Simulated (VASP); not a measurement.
# Y in VASP: single point with PBEsol

Aim: the single point of Y with PBEsol.

All numbers are computed with VASP 6.6.1; they aren't measurements. Logs are shortened: lines on timing, memory, paths and dates and some standing lists are left out, and cuts for length are marked.

### 1 The cell of the first run

The typed cell holds 2 atoms: a = 3.673 Å, b = 3.673 Å, c = 5.831 Å, α = 90.00°, β = 90.00°, γ = 120.00°.

### 2 Single point, PBEsol

The input, INCAR:

```
SYSTEM = Y
  PREC = Accurate
  ENCUT = 520
  EDIFF = 1E-6
  ISMEAR = 1
  SIGMA = 0.1024
  LREAL = .False.
  LASPH = .True.
  NELM = 100
  ALGO = Normal
  ISIF = 2
  LWAVE = .False.
  LCHARG = .True.
  GGA = PS
  LELF = .True.
  LVHAR = .True.
  NBANDS = 18
```

The input, KPOINTS:

```
Automatic mesh
0
Gamma
  11 11 6
  0 0 0
```

The input, POSCAR:

```
Y
1.0
    3.6731607000      0.0000000000      0.0000000000
   -1.8365803500      3.1810528300      0.0000000000
    0.0000000000      0.0000000000      5.8306700700
Y
2
Direct
    0.3333000000      0.6667000000      0.2500000000
    0.6666000000      0.3333000000      0.7500000000
```

Potentials or basis: VASP PAW PBE potentials, release 64 (Y_sv).

Launch:

```sh
> cat potpaw_PBE.64/Y_sv/POTCAR > POTCAR
> mpirun -np 1 vasp_std > vasp.out
```

OUTCAR:

```text
SYSTEM = Y
   PREC = Accurate
   ENCUT = 520
   EDIFF = 1E-6
   ISMEAR = 1
   LREAL = .False.
   LASPH = .True.
   NELM = 100
   ISIF = 2
   GGA = PS

 ion  position               nearest neighbor table
   1  0.333  0.667  0.250-   2 3.60   2 3.60   2 3.61   2 3.61   2 3.61   2 3.61
   2  0.667  0.333  0.750-   1 3.60   1 3.60   1 3.61   1 3.61   1 3.61   1 3.61

  LATTYP: Found a hexagonal cell.
 ALAT       =     3.6731607000
 C/A-ratio  =     1.5873713530

  Lattice vectors:

 A1 = (   3.6731607000,   0.0000000000,   0.0000000000)
 A2 = (  -1.8365803500,   3.1810528300,   0.0000000000)
 A3 = (   0.0000000000,   0.0000000000,   5.8306700700)

Analysis of symmetry for initial positions (statically):
=====================================================================
 Subroutine PRICEL returns:
 Original cell was already a primitive cell.

 Routine SETGRP: Setting up the symmetry group for a
 hexagonal supercell.

 Subroutine GETGRP returns: Found  8 space group operations
 (whereof  2 operations were pure point group operations)
 out of a pool of 24 trial point group operations.

The static configuration has the point symmetry C_2 .
 The point group associated with its full space group is D_2h.

Analysis of symmetry for dynamics (positions and initial velocities):
=====================================================================
 Subroutine PRICEL returns:
 Original cell was already a primitive cell.

 Routine SETGRP: Setting up the symmetry group for a
 hexagonal supercell.

 Subroutine GETGRP returns: Found  8 space group operations
 (whereof  2 operations were pure point group operations)
 out of a pool of 24 trial point group operations.

The dynamic configuration has the point symmetry C_2 .
 The point group associated with its full space group is D_2h.

 Subroutine INISYM returns: Found  8 space group operations
 (whereof  2 operations are pure point group operations),
 and found     1 'primitive' translations

----------------------------------------------------------------------------------------

                                     Primitive cell

  volume of cell :      68.1286

  direct lattice vectors                    reciprocal lattice vectors
     3.673160700  0.000000000  0.000000000     0.272245099  0.157180665  0.000000000
[... 75 lines left out ...]
   NGXF,Y,Z  is equivalent  to a cutoff of  25.35, 25.35, 27.37 a.u.
 SYSTEM =  Y
   PREC   = accura    normal or accurate (medium, high low for compatibility)
   ISTART =      0    job   : 0-new  1-cont  2-samecut
   ICHARG =      2    charge: 1-file 2-atom 10-const
   ISPIN  =      1    spin polarized calculation?
   LNONCOLLINEAR =      F non collinear calculations
   LSORBIT =      F    spin-orbit coupling
   LASPH  =      T    aspherical Exc in radial PAW
   ENCUT  =  520.0 eV  38.22 Ry    6.18 a.u.   6.83  6.83 10.84*2*pi/ulx,y,z
   NELM   =    100;   NELMIN=  2; NELMDL= -5     # of ELM steps
   EDIFF  = 0.1E-05   stopping-criterion for ELM
   LREAL  =      F    real-space projection
   EDIFFG = 0.1E-04   stopping-criterion for IOM
   NSW    =      0    number of steps for IOM
   IBRION =     -1    ionic relax: 0-MD 1-quasi-New 2-CG
   NFREE  =      0    steps in history (QN), initial steepest desc. (CG)
   ISIF   =      2    stress and relaxation
   ISYM   =      2    0-nonsym 1-usesym 2-fastsym
   POTIM  = 0.5000    time-step for ionic-motion
   TEBEG  =    0.0;   TEEND  =   0.0 temperature during run
   PSTRESS=    0.0 pullay stress
   NELECT =      22.0000    total number of electrons
   NUPDOWN=      -1.0000    fix difference up-down
   EMIN   =  10.00;   EMAX   =-10.00  energy-range for DOS
   EFERMI =   0.00;   METHOD = LEGACY
   ISMEAR =     1;   SIGMA  =   0.10  broadening in eV -4-tet -1-fermi 0-gaus
   EFERMI_NEDOS =   21; number of points for ismear=-14 and -15
   IALGO  =     38    algorithm
   IMIX   =      4    mixing-type and parameters
     AMIX     =   0.40;   BMIX     =  1.00
     AMIX_MAG =   1.60;   BMIX_MAG =  1.00
  volume/ion in A,a.u.               =      34.06       229.88
  Fermi-wavevector in a.u.,A,eV,Ry     =   1.123154  2.122453 17.163407  1.261475
  Thomas-Fermi vector in A             =   2.259818
   LORBIT       =      0    0 simple, 1 ext, 2 COOP (PROOUT), +10 PAW based schemes
   GGA     = PS    functional components
   LHFCALC =     F    Hartree Fock is set to
   AEXX    =    0.0000 exact exchange contribution
   IVDW    =     0    specifies the selected vdW correction
   LEPSILON=     F    determine dielectric tensor
   LRPA    =     F    only Hartree local field effects (RPA)
 non-spin polarized calculation
 Methfessel and Paxton  Order N= 1 SIGMA  =   0.10
  energy-cutoff  :      520.00
  volume of cell :       68.13
 maximum number of plane-waves:      1856
   NGX = 13   NGY = 13   NGZ = 21

 number of electron      22.0000001 magnetization

 Free energy of the ion-electron system (eV)
  ---------------------------------------------------
  ext. energy  EPLUGINS =         0.00000000
  ---------------------------------------------------
  free energy    TOTEN  =       -13.57614194 eV

  energy without entropy =      -13.57923643  energy(sigma->0) =      -13.57717344

 E-fermi :   2.7237     XC(G=0):  -9.3928

 val. band max:        2.7148337865   @ k =   0.0000   0.4545   0.3333
 cond. band min:       2.7628094902   @ k =   0.1818   0.1818   0.1667
 fundamental gap:      0.0479757037
 Fermi energy:         2.7237161569

 k-point     1 :       0.0000    0.0000    0.0000
  band No.  band energies     occupation
      1     -39.9792      2.00000
      2     -39.9189      2.00000
      3     -20.2229      2.00000
      4     -19.8062      2.00000
      5     -19.8062      2.00000
      6     -19.7305      2.00000
[... 481 lines left out ...]
      5     -19.9930      2.00000
      6     -19.9269      2.00000
[... 10 lines left out ...]
     17       7.5673      0.00000
     18       7.8536      0.00000

 [... further k-points ...]
[... 5 lines left out ...]
  --------------------------------------------------------------------------------------
  -------------------------------------------------------------------------------------
  Total       -1.2170566     -1.2166533     -1.7978768     -0.0000000      0.0000000      0.0000000
  in kB      -28.6214793    -28.6119956    -42.2806098     -0.0000000      0.0000000      0.0000000
  external PRESSURE =     -33.1713616 kB  Pullay stress =       0.0000000 kB

 VOLUME and BASIS-vectors are now :
 -----------------------------------------------------------------------------
  energy-cutoff  :      520.00
  volume of cell :       68.13
      direct lattice vectors                 reciprocal lattice vectors
     3.673160700  0.000000000  0.000000000     0.272245099  0.157180665  0.000000000
    -1.836580350  3.181052830  0.000000000     0.000000000  0.314361330  0.000000000
     0.000000000  0.000000000  5.830670070     0.000000000  0.000000000  0.171506875

 POSITION                                       TOTAL-FORCE (eV/Angst)
 -----------------------------------------------------------------------------------
     -0.00018      2.12081      1.45767         0.000000     -0.000241      0.000000
      1.83640      1.06024      4.37300         0.000000      0.000241      0.000000
 -----------------------------------------------------------------------------------
    total drift:                               -0.000000     -0.000000     -0.000000

  FREE ENERGIE OF THE ION-ELECTRON SYSTEM (eV)
  ---------------------------------------------------
  free  energy   TOTEN  =       -13.5761419426 eV

  energy  without entropy=      -13.5792364347  energy(sigma->0) =      -13.57717344
```

It took 2.4 min on 1 thread of AMD EPYC 7R13 (Zen 3), shared host; peak memory 0.28 GiB.

What came out:

| Property | Result |
| --- | --- |
| Free energy | -13.5761 eV |
| Pressure | -3.3 GPa |
| Band gap on the k mesh | zero (band 11 reaches 3.60 eV, above the bottom of band 12 at 2.24 eV) |

Stress tensor (GPa, compression positive):
```
-2.86  0.00  0.00
 0.00 -2.86  0.00
 0.00  0.00 -4.23
```

Caveat: the PAW data sets were made with another functional, which shifts forces and pressure a little.
